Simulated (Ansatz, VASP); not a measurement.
# C: VASP beside Ansatz

```
CELL_PARAMETERS angstrom
0.00000 1.78012 1.78012
1.78012 0.00000 1.78012
1.78012 1.78012 0.00000
ATOMIC_POSITIONS crystal
C 0.00000 0.00000 0.00000
C 0.25000 0.25000 0.25000
```

Alike in both runs: task single point; functional PBE; dispersion D3(BJ); k mesh 8 × 8 × 8; no spin polarisation.

```csv
,VASP,Ansatz
version,VASP 6.6.1,Ansatz 0.2.0
potentials or method,"VASP PAW PBE potentials, release 64 (C)",plane waves
plane-wave cutoff (eV),600,420
occupations,"gaussian, width 0.01 eV",fixed
valence electrons in the cell,8,8
```

|  | VASP | Ansatz | Ansatz less VASP |
| --- | --- | --- | --- |
| gap on the k mesh at the Fermi level (eV) | 4.14 | 4.15 | +0.007 |
| pressure (GPa) | -1.2 | -1.2 | -0.02 |
